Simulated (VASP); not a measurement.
# CsNiCl3 (P6_3/mmc) in VASP: single point with LDA+U

Aim: the single point of CsNiCl3 with LDA+U.

All numbers are computed with VASP 6.6.1; they aren't measurements. Logs are shortened: lines on timing, memory, paths and dates and some standing lists are left out, and cuts for length are marked.

## 1. The cell of the first run

The structure is hexagonal, space group P6_3/mmc (No. 194). The conventional cell has a = 7.171 Å, b = 7.171 Å, c = 5.944 Å, α = 90.00°, β = 90.00°, γ = 120.00°. Within 4.7 Å of Cs (site symmetry -6m2) lie 12 Cl at 3.59 to 3.72 Å and 6 Ni at 4.40 Å. Within 3.2 Å of Ni (site symmetry -3m) lie 6 Cl at 2.42 Å and 2 Ni at 2.97 Å. Cl (site symmetry mm2) has 2 Ni at 2.42 Å within 3.2 Å.

## 2. Single point, LDA+U, collinear spin, ferromagnetic start

Contents of INCAR:

```
PREC = Accurate
ENCUT = 520
EDIFF = 1E-6
ISMEAR = 0
SIGMA = 0.05
LREAL = False
LASPH = True
NELM = 150
ALGO = Normal
ISIF = 2
LWAVE = False
LCHARG = False
ISPIN = 2
MAGMOM = 0 0 2 2 0 0 0 0 0 0
LORBIT = 11
LMAXMIX = 4
LDAU = True
LDAUTYPE = 2
LDAUL = -1 2 -1
LDAUU = 0 4 0
LDAUJ = 0 0 0
LDAUPRINT = 1
GGA = CA
NBANDS = 55
```

Contents of KPOINTS:

```
Automatic mesh
0
Gamma
  3 3 3
```

Contents of POSCAR:

```
CsNiCl3
1.0
    7.1710011300      0.0000000000      0.0000000000
   -3.5855005700      6.2102691500      0.0000000000
    0.0000000000      0.0000000000      5.9440002800
Cs Ni Cl
2 2 6
Direct
    0.3333333333      0.6666666667      0.7500000000
    0.6666666667      0.3333333333      0.2500000000
    0.0000000000      0.0000000000      0.0000000000
    0.0000000000      0.0000000000      0.5000000000
    0.1534600000      0.3069200000      0.2500000000
    0.8465400000      0.1534600000      0.7500000000
    0.6930800000      0.8465400000      0.2500000000
    0.8465400000      0.6930800000      0.7500000000
    0.1534600000      0.8465400000      0.2500000000
    0.3069200000      0.1534600000      0.7500000000
```

Potentials or basis: VASP PAW LDA potentials, release 64 (Cs_sv, Ni, Cl).

On the command line:

```
cat potpaw_LDA.64/Cs_sv/POTCAR potpaw_LDA.64/Ni/POTCAR potpaw_LDA.64/Cl/POTCAR > POTCAR
mpirun -np 1 vasp_std > vasp.out
```

OUTCAR:

```text
PREC = Accurate
   ENCUT = 520
   EDIFF = 1E-6
   ISMEAR = 0
   LREAL = False
   LASPH = True
   NELM = 150
   ISIF = 2
   ISPIN = 2
   LORBIT = 11
   GGA = CA

 ion  position               nearest neighbor table
   1  0.333  0.667  0.750-
   2  0.667  0.333  0.250-
   3  0.000  0.000  0.000-   7 2.42  10 2.42   8 2.42   5 2.42   9 2.42   6 2.42   4 2.97   4 2.97

   4  0.000  0.000  0.500-   7 2.42  10 2.42   8 2.42   5 2.42   9 2.42   6 2.42   3 2.97   3 2.97

   5  0.153  0.307  0.250-   3 2.42   4 2.42
   6  0.847  0.153  0.750-   3 2.42   4 2.42
   7  0.693  0.847  0.250-   3 2.42   4 2.42
   8  0.847  0.693  0.750-   3 2.42   4 2.42
   9  0.153  0.847  0.250-   3 2.42   4 2.42
  10  0.307  0.153  0.750-   3 2.42   4 2.42

  LATTYP: Found a hexagonal cell.
 ALAT       =     7.1710011300
 C/A-ratio  =     0.8288940655

  Lattice vectors:

 A1 = (   7.1710011300,   0.0000000000,   0.0000000000)
 A2 = (  -3.5855005700,   6.2102691500,   0.0000000000)
 A3 = (   0.0000000000,   0.0000000000,   5.9440002800)

Analysis of symmetry for initial positions (statically):
=====================================================================
 Subroutine PRICEL returns:
 Original cell was already a primitive cell.

 Routine SETGRP: Setting up the symmetry group for a
 hexagonal supercell.

 Subroutine GETGRP returns: Found 24 space group operations
 (whereof 12 operations were pure point group operations)
 out of a pool of 24 trial point group operations.

The static configuration has the point symmetry D_3d.
 The point group associated with its full space group is D_6h.

Analysis of symmetry for dynamics (positions and initial velocities):
=====================================================================
 Subroutine PRICEL returns:
 Original cell was already a primitive cell.

 Routine SETGRP: Setting up the symmetry group for a
 hexagonal supercell.

 Subroutine GETGRP returns: Found 24 space group operations
 (whereof 12 operations were pure point group operations)
 out of a pool of 24 trial point group operations.

The dynamic configuration has the point symmetry D_3d.
 The point group associated with its full space group is D_6h.

Analysis of structural, dynamic, and magnetic symmetry:
=====================================================================
 Subroutine PRICEL returns:
 Original cell was already a primitive cell.

 Routine SETGRP: Setting up the symmetry group for a
 hexagonal supercell.

 Subroutine GETGRP returns: Found 24 space group operations
 (whereof 12 operations were pure point group operations)
 out of a pool of 24 trial point group operations.

The overall configuration has the point symmetry D_3d.
 The point group associated with its full space group is D_6h.

 Subroutine INISYM returns: Found 24 space group operations
 (whereof 12 operations are pure point group operations),
 and found     1 'primitive' translations

----------------------------------------------------------------------------------------

                                     Primitive cell

  volume of cell :     264.7092

  direct lattice vectors                    reciprocal lattice vectors
     7.171001130  0.000000000  0.000000000     0.139450543  0.080511809  0.000000000
    -3.585500570  6.210269150  0.000000000     0.000000000  0.161023617  0.000000000
     0.000000000  0.000000000  5.944000280     0.000000000  0.000000000  0.168236870

  length of vectors
     7.171001130  7.171001133  5.944000280     0.161023617  0.161023617  0.168236870

  position of ions in fractional coordinates (direct lattice)
     0.333333333  0.666666667  0.750000000
     0.666666667  0.333333333  0.250000000
[... 128 lines left out ...]

spin component  2

  0.7202  0.0000  0.0000  0.3427 -0.0000
  0.0000  0.4745  0.0000 -0.0000  0.3427
  0.0000  0.0000  0.9626  0.0000  0.0000
  0.3427 -0.0000  0.0000  0.4745 -0.0000
 -0.0000  0.3427  0.0000 -0.0000  0.7202

 occupancies and eigenvectors

  o =  0.2333  v =  0.0000  0.0000  0.0000  0.0000  0.0000 -0.4399  0.5274  0.0000  0.6250 -0.3712      0.0000  0.0000  0.0000  0.0000  0.0000  0.0000  0.0000  0.0000  0.0000  0.0000
  o =  0.2333  v =  0.0000  0.0000  0.0000  0.0000  0.0000 -0.3712 -0.6250  0.0000  0.5274  0.4399      0.0000  0.0000  0.0000  0.0000  0.0000  0.0000  0.0000  0.0000  0.0000  0.0000
  o =  0.9614  v =  0.0000  0.0000  0.0000  0.0000  0.0000  0.6250  0.3712 -0.0000  0.4399  0.5274      0.0000  0.0000  0.0000  0.0000  0.0000  0.0000  0.0000  0.0000  0.0000  0.0000
  o =  0.9614  v =  0.0000  0.0000  0.0000  0.0000  0.0000  0.5274 -0.4399 -0.0000  0.3712 -0.6250      0.0000  0.0000  0.0000  0.0000  0.0000  0.0000  0.0000  0.0000  0.0000  0.0000
  o =  0.9626  v =  0.0000  0.0000  0.0000  0.0000  0.0000  0.0000  0.0000  1.0000  0.0000  0.0000      0.0000  0.0000  0.0000  0.0000  0.0000  0.0000  0.0000  0.0000  0.0000  0.0000
  o =  0.9663  v =  0.6417  0.3502 -0.0000  0.4151  0.5415  0.0000  0.0000  0.0000  0.0000  0.0000      0.0000  0.0000  0.0000  0.0000  0.0000  0.0000  0.0000  0.0000  0.0000  0.0000
  o =  0.9663  v =  0.5415 -0.4151 -0.0000  0.3502 -0.6417  0.0000  0.0000  0.0000  0.0000  0.0000      0.0000  0.0000  0.0000  0.0000  0.0000  0.0000  0.0000  0.0000  0.0000  0.0000
  o =  0.9665  v =  0.0000  0.0000  1.0000  0.0000  0.0000  0.0000  0.0000  0.0000  0.0000  0.0000      0.0000  0.0000  0.0000  0.0000  0.0000  0.0000  0.0000  0.0000  0.0000  0.0000
  o =  1.0027  v = -0.4151  0.5415 -0.0000  0.6417 -0.3502  0.0000  0.0000  0.0000  0.0000  0.0000      0.0000  0.0000  0.0000  0.0000  0.0000  0.0000  0.0000  0.0000  0.0000  0.0000
  o =  1.0027  v =  0.3502  0.6417  0.0000 -0.5415 -0.4151  0.0000  0.0000  0.0000  0.0000  0.0000      0.0000  0.0000  0.0000  0.0000  0.0000  0.0000  0.0000  0.0000  0.0000  0.0000

atom =   4  type =  2  l = 2

 onsite density matrix

spin component  1

  0.9771  0.0000  0.0000  0.0166  0.0000
  0.0000  0.9920  0.0000 -0.0000  0.0166
  0.0000  0.0000  0.9665  0.0000  0.0000
  0.0166 -0.0000  0.0000  0.9920 -0.0000
  0.0000  0.0166  0.0000 -0.0000  0.9771

spin component  2

  0.7202 -0.0000  0.0000 -0.3427 -0.0000
 -0.0000  0.4745 -0.0000 -0.0000 -0.3427
  0.0000 -0.0000  0.9626 -0.0000  0.0000
 -0.3427 -0.0000 -0.0000  0.4745  0.0000
 -0.0000 -0.3427  0.0000  0.0000  0.7202

 occupancies and eigenvectors

  o =  0.2333  v =  0.0000  0.0000  0.0000  0.0000  0.0000  0.4399  0.5274 -0.0000  0.6250  0.3712      0.0000  0.0000  0.0000  0.0000  0.0000  0.0000  0.0000  0.0000  0.0000  0.0000
  o =  0.2333  v =  0.0000  0.0000  0.0000  0.0000  0.0000 -0.3712  0.6250  0.0000 -0.5274  0.4399      0.0000  0.0000  0.0000  0.0000  0.0000  0.0000  0.0000  0.0000  0.0000  0.0000
  o =  0.9614  v =  0.0000  0.0000  0.0000  0.0000  0.0000  0.6250 -0.3712 -0.0000 -0.4399  0.5274      0.0000  0.0000  0.0000  0.0000  0.0000  0.0000  0.0000  0.0000  0.0000  0.0000
  o =  0.9614  v =  0.0000  0.0000  0.0000  0.0000  0.0000  0.5274  0.4399 -0.0000 -0.3712 -0.6250      0.0000  0.0000  0.0000  0.0000  0.0000  0.0000  0.0000  0.0000  0.0000  0.0000
  o =  0.9626  v =  0.0000  0.0000  0.0000  0.0000  0.0000  0.0000 -0.0000  1.0000 -0.0000  0.0000      0.0000  0.0000  0.0000  0.0000  0.0000  0.0000  0.0000  0.0000  0.0000  0.0000
  o =  0.9663  v =  0.6417 -0.3502 -0.0000 -0.4151  0.5415  0.0000  0.0000  0.0000  0.0000  0.0000      0.0000  0.0000  0.0000  0.0000  0.0000  0.0000  0.0000  0.0000  0.0000  0.0000
  o =  0.9663  v =  0.5415  0.4151 -0.0000 -0.3502 -0.6417  0.0000  0.0000  0.0000  0.0000  0.0000      0.0000  0.0000  0.0000  0.0000  0.0000  0.0000  0.0000  0.0000  0.0000  0.0000
  o =  0.9665  v =  0.0000 -0.0000  1.0000 -0.0000  0.0000  0.0000  0.0000  0.0000  0.0000  0.0000      0.0000  0.0000  0.0000  0.0000  0.0000  0.0000  0.0000  0.0000  0.0000  0.0000
  o =  1.0027  v = -0.4151 -0.5415 -0.0000 -0.6417 -0.3502  0.0000  0.0000  0.0000  0.0000  0.0000      0.0000  0.0000  0.0000  0.0000  0.0000  0.0000  0.0000  0.0000  0.0000  0.0000
  o =  1.0027  v =  0.3502 -0.6417  0.0000  0.5415 -0.4151  0.0000  0.0000  0.0000  0.0000  0.0000      0.0000  0.0000  0.0000  0.0000  0.0000  0.0000  0.0000  0.0000  0.0000  0.0000

 number of electron      80.0000000 magnetization       4.0000004

 Free energy of the ion-electron system (eV)
  ---------------------------------------------------
  ext. energy  EPLUGINS =         0.00000000
  ---------------------------------------------------
  free energy    TOTEN  =       -37.77497845 eV

  energy without entropy =      -37.77497845  energy(sigma->0) =      -37.77497845

 E-fermi :   1.0316     XC(G=0):  -9.1137

 val. band max:        0.7301561516   @ k =   0.0000   0.0000   0.0000
 cond. band min:       2.7079883109   @ k =   0.0000   0.0000   0.0000
 fundamental gap:      1.9778321593
 Fermi energy:         1.0315943169

 spin component 1

 k-point     1 :       0.0000    0.0000    0.0000
  band No.  band energies     occupation
      1     -18.5755      1.00000
      2     -18.5472      1.00000
      3     -13.4361      1.00000
      4     -12.7702      1.00000
      5     -12.7046      1.00000
      6     -12.7046      1.00000
[... 319 lines left out ...]
     51       8.5779      0.00000
     52       8.6072      0.00000
 Fermi energy:         1.0315943169

 spin component 2

 k-point     1 :       0.0000    0.0000    0.0000
  band No.  band energies     occupation
      1     -18.5725      1.00000
      2     -18.5446      1.00000
      3     -13.3053      1.00000
      4     -12.6377      1.00000
      5     -12.5734      1.00000
      6     -12.5734      1.00000
[... 319 lines left out ...]
     51       8.6594      0.00000
     52       8.6594      0.00000
 [bands above 52 left out]

------------------------ aborting loop because EDIFF is reached ----------------------------------------

  FORCE on cell =-STRESS in cart. coord.  units (eV):
  Direction    XX          YY          ZZ          XY          YZ          ZX
  --------------------------------------------------------------------------------------
  -------------------------------------------------------------------------------------
  Total       -5.8292597     -5.8292597     -6.5293810      0.0000000     -0.0000000      0.0000000
  in kB      -35.2821426    -35.2821426    -39.5196924      0.0000000     -0.0000000      0.0000000
  external PRESSURE =     -36.6946592 kB  Pullay stress =       0.0000000 kB

 VOLUME and BASIS-vectors are now :
 -----------------------------------------------------------------------------
  energy-cutoff  :      520.00
  volume of cell :      264.71
      direct lattice vectors                 reciprocal lattice vectors
     7.171001130  0.000000000  0.000000000     0.139450543  0.080511809  0.000000000
    -3.585500570  6.210269150  0.000000000     0.000000000  0.161023617  0.000000000
     0.000000000  0.000000000  5.944000280     0.000000000  0.000000000  0.168236870

 POSITION                                       TOTAL-FORCE (eV/Angst)
 -----------------------------------------------------------------------------------
     -0.00000      4.14018      4.45800         0.000000      0.000000     -0.000000
      3.58550      2.07009      1.48600        -0.000000      0.000000      0.000000
      0.00000      0.00000      0.00000         0.000000      0.000000      0.000000
      0.00000      0.00000      2.97200         0.000000      0.000000      0.000000
     -0.00000      1.90606      1.48600         0.000000     -0.542927     -0.000000
      5.52031      0.95303      4.45800         0.470189     -0.271464      0.000000
      1.93481      5.25724      1.48600         0.470189      0.271464      0.000000
      3.58550      4.30421      4.45800        -0.000000      0.542927      0.000000
     -1.93481      5.25724      1.48600        -0.470189      0.271464     -0.000000
      1.65069      0.95303      4.45800        -0.470189     -0.271464     -0.000000
 -----------------------------------------------------------------------------------
    total drift:                               -0.000000      0.000000      0.000000

  FREE ENERGIE OF THE ION-ELECTRON SYSTEM (eV)
  ---------------------------------------------------
  free  energy   TOTEN  =       -37.7749784550 eV

  energy  without entropy=      -37.7749784550  energy(sigma->0) =      -37.77497845

 total charge

# of ion       s       p       d       tot
------------------------------------------
    1        1.826   4.684   0.026   6.537
    2        1.826   4.684   0.026   6.537
    3        0.329   0.363   8.233   8.925
    4        0.329   0.363   8.233   8.925
    5        1.593   3.498   0.000   5.091
    6        1.593   3.498   0.000   5.091
    7        1.593   3.498   0.000   5.091
    8        1.593   3.498   0.000   5.091
    9        1.593   3.498   0.000   5.091
   10        1.593   3.498   0.000   5.091
--------------------------------------------------
tot         13.870  31.083  16.518  61.471

 magnetization (x)

# of ion       s       p       d       tot
------------------------------------------
    1        0.000   0.002   0.001   0.003
    2        0.000   0.002   0.001   0.003
    3        0.003   0.002   1.553   1.558
    4        0.003   0.002   1.553   1.558
    5        0.005   0.104   0.000   0.109
    6        0.005   0.104   0.000   0.109
    7        0.005   0.104   0.000   0.109
    8        0.005   0.104   0.000   0.109
    9        0.005   0.104   0.000   0.109
   10        0.005   0.104   0.000   0.109
--------------------------------------------------
tot          0.037   0.633   3.107   3.778
```

It took 2.5 min on 1 thread of Intel Xeon Platinum 8488C (Sapphire Rapids), shared host; peak memory 0.39 GiB.

Results:

- Free energy: -37.7750 eV
- Pressure: -3.7 GPa
- Largest force: 0.543 eV/Å
- Band gap on the k mesh: 1.98 eV, direct
- Net moment: 4.00 μB per cell
- Site moments: Cs +0.00; Ni +1.56; Cl +0.11 μB
- Valence electrons inside the program's atomic spheres: Cs 6.54; Ni 8.93; Cl 5.09

Forces on the atoms (eV/Å):
```
Cs   0.000  0.000  0.000
Cs   0.000  0.000  0.000
Ni   0.000  0.000  0.000
Ni   0.000  0.000  0.000
Cl   0.000 -0.543  0.000
Cl   0.470 -0.271  0.000
Cl   0.470  0.271  0.000
Cl   0.000  0.543  0.000
Cl  -0.470  0.271  0.000
Cl  -0.470 -0.271  0.000
```

Stress tensor (GPa, compression positive):
```
-3.53  0.00  0.00
 0.00 -3.53  0.00
 0.00  0.00 -3.95
```

Levels at points of the mesh, in eV from the valence-band top:
Spin up:
```
           k point  band 39  band 40  band 41  band 42  band 43  band 44  band 45  band 46
(0.00, 0.00, 0.00)    -0.47    -0.44     0.00     0.00     4.58     5.85     6.08     6.40
```
Spin down:
| k point | band 34 | band 35 | band 36 | band 37 | band 38 | band 39 | band 40 | band 41 | band 42 | band 43 |
| --- | --- | --- | --- | --- | --- | --- | --- | --- | --- | --- |
| (0.00, 0.00, 0.00) | -0.76 | -0.69 | -0.64 | -0.64 | -0.36 | 1.98 | 1.98 | 2.57 | 2.57 | 4.69 |

Eigenvalues of the final occupation matrices:
```tsv
site	spin	trace	eigenvalues
site 3 d	1	4.90	0.97 0.97 0.97 1.00 1.00
site 3 d	2	3.35	0.23 0.23 0.96 0.96 0.96
site 4 d	1	4.90	0.97 0.97 0.97 1.00 1.00
site 4 d	2	3.35	0.23 0.23 0.96 0.96 0.96
```

Caveat: spin-orbit coupling is left out, which moves the levels of the heavy elements.
